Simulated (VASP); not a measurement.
# LuBeSi4 (P4/mmm) in VASP: a series of runs

Runs on LuBeSi4. Level: PBE. Tasks: single point.

Everything below comes from runs of VASP 6.6.1. Logs are shortened: lines on timing, memory, paths and dates and some standing lists are left out, and cuts for length are marked.

## Step 1: The cell of the first run

The structure is tetragonal, space group P4/mmm (No. 123). The conventional cell has a = 4.212 Å, b = 4.212 Å, c = 5.253 Å, α = 90.00°, β = 90.00°, γ = 90.00°. Lu (site symmetry 4/mmm) has 8 Si at 2.53 Å within 3.3 Å. Within 3.2 Å of Be (site symmetry 4/mmm) lie 8 Si at 2.44 Å. Si (site symmetry 2mm) has 2 Be at 2.44 Å and 6 Si at 2.46 to 2.98 Å and 2 Lu at 2.53 Å within 3.2 Å.

## Step 2: Single point, PBE

Input file INCAR:

```
SYSTEM = LuBeSi4
PREC = Accurate
ENCUT = 520
EDIFF = 1E-6
ISMEAR = 0
SIGMA = 0.1
LREAL = .FALSE.
LASPH = .TRUE.
NELM = 100
ALGO = Normal
ISIF = 2
LWAVE = .FALSE.
LCHARG = .FALSE.
GGA = PE
NBANDS = 30
```

Input file KPOINTS:

```
regular mesh
0
G
  4 4 4
  0 0 0
```

Input file POSCAR:

```
LuBeSi4
1.0
    4.2124499300      0.0000000000      0.0000000000
    0.0000000000      4.2124499300      0.0000000000
    0.0000000000      0.0000000000      5.2533127800
Lu Be Si
1 1 4
Direct
    0.0000000000      0.0000000000      0.5000000000
    0.5000000000      0.5000000000      0.0000000000
    0.0000000000      0.5000000000      0.7657915600
    0.5000000000      0.0000000000      0.7657915600
    0.0000000000      0.5000000000      0.2342084400
    0.5000000000      0.0000000000      0.2342084400
```

Potentials or basis: VASP PAW PBE potentials, release 64 (Lu, Be, Si).

Launch:

```console
> cat potpaw_PBE.64/Lu/POTCAR potpaw_PBE.64/Be/POTCAR potpaw_PBE.64/Si/POTCAR > POTCAR
> mpirun -np 1 vasp_std > vasp.out
```

OUTCAR:

```text
SYSTEM = LuBeSi4
   PREC = Accurate
   ENCUT = 520
   EDIFF = 1E-6
   ISMEAR = 0
   LREAL = .FALSE.
   LASPH = .TRUE.
   NELM = 100
   ISIF = 2
   GGA = PE

 ion  position               nearest neighbor table
   1  0.000  0.000  0.500-   3 2.53   4 2.53   5 2.53   6 2.53   3 2.53   5 2.53   4 2.53   6 2.53

   2  0.500  0.500  0.000-   3 2.44   4 2.44   5 2.44   6 2.44   4 2.44   6 2.44   3 2.44   5 2.44

   3  0.000  0.500  0.766-   2 2.44   2 2.44   5 2.46   1 2.53   1 2.53   5 2.79   4 2.98   4 2.98
                             4 2.98   4 2.98
   4  0.500  0.000  0.766-   2 2.44   2 2.44   6 2.46   1 2.53   1 2.53   6 2.79   3 2.98   3 2.98
                             3 2.98   3 2.98
   5  0.000  0.500  0.234-   2 2.44   2 2.44   3 2.46   1 2.53   1 2.53   3 2.79   6 2.98   6 2.98
                             6 2.98   6 2.98
   6  0.500  0.000  0.234-   2 2.44   2 2.44   4 2.46   1 2.53   1 2.53   4 2.79   5 2.98   5 2.98
                             5 2.98   5 2.98

  LATTYP: Found a simple tetragonal cell.
 ALAT       =     4.2124499300
 C/A-ratio  =     1.2470920408

  Lattice vectors:

 A1 = (   4.2124499300,   0.0000000000,   0.0000000000)
 A2 = (   0.0000000000,   4.2124499300,   0.0000000000)
 A3 = (   0.0000000000,   0.0000000000,   5.2533127800)

Analysis of symmetry for initial positions (statically):
=====================================================================
 Subroutine PRICEL returns:
 Original cell was already a primitive cell.

 Routine SETGRP: Setting up the symmetry group for a
 simple tetragonal supercell.

 Subroutine GETGRP returns: Found 16 space group operations
 (whereof 16 operations were pure point group operations)
 out of a pool of 16 trial point group operations.

The static configuration has the point symmetry D_4h.

Analysis of symmetry for dynamics (positions and initial velocities):
=====================================================================
 Subroutine PRICEL returns:
 Original cell was already a primitive cell.

 Routine SETGRP: Setting up the symmetry group for a
 simple tetragonal supercell.

 Subroutine GETGRP returns: Found 16 space group operations
 (whereof 16 operations were pure point group operations)
 out of a pool of 16 trial point group operations.

The dynamic configuration has the point symmetry D_4h.

 Subroutine INISYM returns: Found 16 space group operations
 (whereof 16 operations are pure point group operations),
 and found     1 'primitive' translations

----------------------------------------------------------------------------------------

                                     Primitive cell

  volume of cell :      93.2186

  direct lattice vectors                    reciprocal lattice vectors
     4.212449930  0.000000000  0.000000000     0.237391546  0.000000000  0.000000000
     0.000000000  4.212449930  0.000000000     0.000000000  0.237391546  0.000000000
     0.000000000  0.000000000  5.253312780     0.000000000  0.000000000  0.190356075

  length of vectors
     4.212449930  4.212449930  5.253312780     0.237391546  0.237391546  0.190356075

  position of ions in fractional coordinates (direct lattice)
     0.000000000  0.000000000  0.500000000
     0.500000000  0.500000000  0.000000000
     0.000000000  0.500000000  0.765791560
     0.500000000  0.000000000  0.765791560
     0.000000000  0.500000000  0.234208440
     0.500000000  0.000000000  0.234208440

  ion indices of the primitive-cell ions
   primitive index   ion index
                 1           1
                 2           2
                 3           3
                 4           4
                 5           5
                 6           6

----------------------------------------------------------------------------------------

 KPOINTS: regular mesh

Automatic generation of k-mesh.
 Grid dimensions read from file:
 generate k-points for:    4    4    4

 Generating k-lattice:

  Cartesian coordinates                     Fractional coordinates (reciprocal lattice)
     0.059347886  0.000000000  0.000000000     0.250000000  0.000000000  0.000000000
     0.000000000  0.059347886  0.000000000     0.000000000  0.250000000  0.000000000
     0.000000000  0.000000000  0.047589019     0.000000000  0.000000000  0.250000000

  Length of vectors
     0.059347886  0.059347886  0.047589019

  Shift w.r.t. Gamma in fractional coordinates (k-lattice)
     0.000000000  0.000000000  0.000000000

 Subroutine IBZKPT returns following result:
 ===========================================

 Found     18 irreducible k-points:

 Following reciprocal coordinates:
            Coordinates               Weight
  0.000000  0.000000  0.000000      1.000000
  0.250000  0.000000  0.000000      4.000000
  0.500000  0.000000  0.000000      2.000000
  0.250000  0.250000  0.000000      4.000000
  0.500000  0.250000  0.000000      4.000000
  0.500000  0.500000  0.000000      1.000000
[... 10 lines left out ...]
  0.500000  0.250000  0.500000      4.000000
  0.500000  0.500000  0.500000      1.000000
   k-points           NKPTS =     18   k-points in BZ     NKDIM =     18   number of bands    NBANDS=     30
   number of dos      NEDOS =    301   number of ions     NIONS =      6
   total plane-waves  NPLWV =  40960
   dimension x,y,z NGX =    32 NGY =   32 NGZ =   40
   dimension x,y,z NGXF=    64 NGYF=   64 NGZF=   80
   ions per type =               1   1   4
   NGX,Y,Z   is equivalent  to a cutoff of  12.63, 12.63, 12.66 a.u.
   NGXF,Y,Z  is equivalent  to a cutoff of  25.26, 25.26, 25.32 a.u.
 SYSTEM =  LuBeSi4
   PREC   = accura    normal or accurate (medium, high low for compatibility)
   ISTART =      0    job   : 0-new  1-cont  2-samecut
   ICHARG =      2    charge: 1-file 2-atom 10-const
   ISPIN  =      1    spin polarized calculation?
   LNONCOLLINEAR =      F non collinear calculations
   LSORBIT =      F    spin-orbit coupling
   LASPH  =      T    aspherical Exc in radial PAW
   ENCUT  =  520.0 eV  38.22 Ry    6.18 a.u.   7.83  7.83  9.77*2*pi/ulx,y,z
   NELM   =    100;   NELMIN=  2; NELMDL= -5     # of ELM steps
   EDIFF  = 0.1E-05   stopping-criterion for ELM
   LREAL  =      F    real-space projection
   EDIFFG = 0.1E-04   stopping-criterion for IOM
   NSW    =      0    number of steps for IOM
   IBRION =     -1    ionic relax: 0-MD 1-quasi-New 2-CG
   NFREE  =      0    steps in history (QN), initial steepest desc. (CG)
   ISIF   =      2    stress and relaxation
   ISYM   =      2    0-nonsym 1-usesym 2-fastsym
   POTIM  = 0.5000    time-step for ionic-motion
   TEBEG  =    0.0;   TEEND  =   0.0 temperature during run
   PSTRESS=    0.0 pullay stress
   NELECT =      43.0000    total number of electrons
   NUPDOWN=      -1.0000    fix difference up-down
   EMIN   =  10.00;   EMAX   =-10.00  energy-range for DOS
   EFERMI =   0.00;   METHOD = LEGACY
   ISMEAR =     0;   SIGMA  =   0.10  broadening in eV -4-tet -1-fermi 0-gaus
   EFERMI_NEDOS =   21; number of points for ismear=-14 and -15
   IALGO  =     38    algorithm
   IMIX   =      4    mixing-type and parameters
     AMIX     =   0.40;   BMIX     =  1.00
     AMIX_MAG =   1.60;   BMIX_MAG =  1.00
  volume/ion in A,a.u.               =      15.54       104.85
  Fermi-wavevector in a.u.,A,eV,Ry     =   1.264921  2.390354 21.769663  1.600025
  Thomas-Fermi vector in A             =   2.398201
   LORBIT       =      0    0 simple, 1 ext, 2 COOP (PROOUT), +10 PAW based schemes
   GGA     = PE    functional components
   LHFCALC =     F    Hartree Fock is set to
   AEXX    =    0.0000 exact exchange contribution
   IVDW    =     0    specifies the selected vdW correction
   LEPSILON=     F    determine dielectric tensor
   LRPA    =     F    only Hartree local field effects (RPA)
 non-spin polarized calculation
 Gauss-broadening in eV      SIGMA  =   0.10
  energy-cutoff  :      520.00
  volume of cell :       93.22
 maximum number of plane-waves:      2532
 NGX is ok and might be reduce to    32
   NGX = 15   NGY = 15   NGZ = 19

 number of electron      42.9999981 magnetization

 Free energy of the ion-electron system (eV)
  ---------------------------------------------------
  ext. energy  EPLUGINS =         0.00000000
  ---------------------------------------------------
  free energy    TOTEN  =       -26.65356049 eV

  energy without entropy =      -26.63707927  energy(sigma->0) =      -26.64531988

 E-fermi :   7.0960     XC(G=0): -10.9149

 val. band max:        7.0738001650   @ k =   0.2500   0.0000   0.0000
 cond. band min:       7.2064221814   @ k =   0.5000   0.0000   0.2500
 fundamental gap:      0.1326220164
 Fermi energy:         7.0960217258

 k-point     1 :       0.0000    0.0000    0.0000
  band No.  band energies     occupation
      1     -48.0649      2.00000
      2     -19.0557      2.00000
      3     -19.0557      2.00000
      4     -18.9089      2.00000
      5      -5.1231      2.00000
      6      -0.2982      2.00000
[... 22 lines left out ...]
     29      10.8013      0.00000
     30      11.3526      0.00000

 k-point     2 :       0.2500    0.0000    0.0000
  band No.  band energies     occupation
      1     -48.0645      2.00000
      2     -19.0977      2.00000
      3     -19.0533      2.00000
      4     -18.9032      2.00000
      5      -4.6015      2.00000
      6      -1.2960      2.00000
[... 22 lines left out ...]
     29      12.5521      0.00000
     30      12.8837      0.00000

 k-point     3 :       0.5000    0.0000    0.0000
  band No.  band energies     occupation
      1     -48.0640      2.00000
      2     -19.1392      2.00000
      3     -19.0508      2.00000
      4     -18.8975      2.00000
      5      -3.3131      2.00000
      6      -3.0409      2.00000
[... 484 lines left out ...]
     29      12.2456      0.00000
     30      12.6039      0.00000

 k-point    18 :       0.5000    0.5000    0.5000
  band No.  band energies     occupation
      1     -48.0631      2.00000
      2     -19.1318      2.00000
      3     -19.1318      2.00000
      4     -18.8902      2.00000
      5      -1.9580      2.00000
      6      -1.9580      2.00000
[... 22 lines left out ...]
     29      12.5187      0.00000
     30      13.4035      0.00000

------------------------ aborting loop because EDIFF is reached ----------------------------------------

  FORCE on cell =-STRESS in cart. coord.  units (eV):
  Direction    XX          YY          ZZ          XY          YZ          ZX
  --------------------------------------------------------------------------------------
  -------------------------------------------------------------------------------------
  Total        6.6315368      6.6315368     16.3414691      0.0000000      0.0000000     -0.0000000
  in kB      113.9782552    113.9782552    280.8658358      0.0000000      0.0000000     -0.0000000
  external PRESSURE =     169.6074487 kB  Pullay stress =       0.0000000 kB

 VOLUME and BASIS-vectors are now :
 -----------------------------------------------------------------------------
  energy-cutoff  :      520.00
  volume of cell :       93.22
      direct lattice vectors                 reciprocal lattice vectors
     4.212449930  0.000000000  0.000000000     0.237391546  0.000000000  0.000000000
     0.000000000  4.212449930  0.000000000     0.000000000  0.237391546  0.000000000
     0.000000000  0.000000000  5.253312780     0.000000000  0.000000000  0.190356075

 POSITION                                       TOTAL-FORCE (eV/Angst)
 -----------------------------------------------------------------------------------
      0.00000      0.00000      2.62666         0.000000      0.000000      0.000000
      2.10622      2.10622      0.00000         0.000000      0.000000      0.000000
      0.00000      2.10622      4.02294         0.000000     -0.000000      2.253360
      2.10622      0.00000      4.02294         0.000000      0.000000      2.253360
      0.00000      2.10622      1.23037        -0.000000     -0.000000     -2.253360
      2.10622      0.00000      1.23037        -0.000000      0.000000     -2.253360
 -----------------------------------------------------------------------------------
    total drift:                                0.000000      0.000000     -0.000000

  FREE ENERGIE OF THE ION-ELECTRON SYSTEM (eV)
  ---------------------------------------------------
  free  energy   TOTEN  =       -26.6535604913 eV

  energy  without entropy=      -26.6370792655  energy(sigma->0) =      -26.64531988
```

Run time: 29 s. Hardware: 1 thread of Intel Xeon Platinum 8488C (Sapphire Rapids), shared host; peak memory 0.21 GiB.

Results:

| Quantity | Value |
| --- | --- |
| Free energy | -26.6536 eV |
| Pressure | 17.0 GPa |
| Largest force | 2.253 eV/Å |

Forces in eV/Å, atoms in the order of the input:
```
Lu   0.000  0.000  0.000
Be   0.000  0.000  0.000
Si   0.000  0.000  2.253
Si   0.000  0.000  2.253
Si   0.000  0.000 -2.253
Si   0.000  0.000 -2.253
```

Levels at points of the mesh, in eV from the Fermi level:
| k point | band 18 | band 19 | band 20 | band 21 | band 22 | band 23 | band 24 | band 25 |
| --- | --- | --- | --- | --- | --- | --- | --- | --- |
| (0.00, 0.00, 0.00) | -3.09 | -2.32 | -2.32 | -1.15 | -0.43 | 1.64 | 2.40 | 2.40 |
| (0.50, 0.00, 0.00) | -3.53 | -2.14 | -1.95 | -1.52 | -0.99 | 0.80 | 1.39 | 1.62 |
| (0.50, 0.50, 0.00) | -3.39 | -3.30 | -3.30 | -1.06 | -0.78 | 0.66 | 1.19 | 4.47 |
| (0.00, 0.00, 0.50) | -1.76 | -1.43 | -1.43 | -0.44 | 0.62 | 0.62 | 1.11 | 1.11 |
| (0.50, 0.00, 0.50) | -2.12 | -1.64 | -1.53 | -1.14 | -0.85 | -0.13 | 0.93 | 1.31 |
| (0.50, 0.50, 0.50) | -4.24 | -4.10 | -0.97 | -0.97 | 0.80 | 2.32 | 2.32 | 2.48 |

Caveat: the k points lie up to 0.37 Å⁻¹ apart; spin-orbit coupling is left out, which moves the levels of the heavy elements; forces of over 1 eV/Å act on the atoms, so gaps and moduli don't describe the material at rest.

## Step 3: Single point, PBE

This run uses another cell than the first one, of 16.49 Å³/atom, 1.062 times its volume.

Input file INCAR:

```
PREC = Accurate
ENCUT = 520
EDIFF = 1E-6
ISMEAR = 0
SIGMA = 0.1
LREAL = False
LASPH = True
NELM = 100
ALGO = Normal
ISIF = 2
LWAVE = False
LCHARG = False
GGA = PE
NBANDS = 30
```

Input file KPOINTS:

```
Automatic mesh
0
Gamma
  4 4 4
```

Input file POSCAR:

```
LuBeSi4
1.0
    3.6943405552      0.0000000000      0.0000000000
    0.0000000000      3.6943405552      0.0000000000
    0.0000000000      0.0000000000      7.2506564337
Lu Be Si
1 1 4
Direct
    0.0000000000      0.0000000000      0.5000000000
    0.5000000000      0.5000000000      0.0000000000
    0.0000000000      0.5000000000      0.8041512382
    0.5000000000      0.0000000000      0.8041512382
    0.0000000000      0.5000000000      0.1958487618
    0.5000000000      0.0000000000      0.1958487618
```

Potentials or basis: VASP PAW PBE potentials, release 64 (Lu, Be, Si).

Launch:

```console
> cat potpaw_PBE.64/Lu/POTCAR potpaw_PBE.64/Be/POTCAR potpaw_PBE.64/Si/POTCAR > POTCAR
> mpirun -np 1 vasp_std > vasp.out
```

Wall time 32 s (1 thread of Intel Xeon Platinum 8488C (Sapphire Rapids), shared host); peak memory 0.22 GiB.

It converged, with:

- Free energy: -30.3069 eV
- Pressure: 0.2 GPa
- Largest force: 0.010 eV/Å

Forces in eV/Å, atoms in the order of the input:
```
Lu   0.000  0.000  0.000
Be   0.000  0.000  0.000
Si   0.000  0.000  0.010
Si   0.000  0.000  0.010
Si   0.000  0.000 -0.010
Si   0.000  0.000 -0.010
```

Stress tensor (GPa, compression positive):
```
0.11 0.00 0.00
0.00 0.11 0.00
0.00 0.00 0.32
```

Levels at points of the mesh, in eV from the Fermi level:
```tsv
k point	band 17	band 18	band 19	band 20	band 21	band 22	band 23	band 24	band 25	band 26
(0.00, 0.00, 0.00)	-3.46	-2.03	-2.03	-0.97	-0.70	-0.66	-0.61	1.52	2.26	3.46
(0.50, 0.00, 0.00)	-3.41	-1.90	-1.11	-0.38	-0.12	-0.06	0.83	0.85	1.96	2.79
(0.50, 0.50, 0.00)	-4.61	-4.58	-4.21	-2.20	-2.20	-0.93	1.00	1.05	1.05	4.54
(0.00, 0.00, 0.50)	-3.67	-3.10	-2.29	-1.49	-1.49	0.05	1.23	1.65	1.65	2.25
(0.50, 0.00, 0.50)	-2.70	-1.81	-1.39	-0.94	-0.76	0.32	0.76	1.06	1.65	1.68
(0.50, 0.50, 0.50)	-4.57	-4.56	-4.56	-2.80	-2.80	0.14	1.55	1.55	1.62	3.08
```

Caveat: the k points lie up to 0.43 Å⁻¹ apart; spin-orbit coupling is left out, which moves the levels of the heavy elements.

(Part 1 of 2 ends here.)
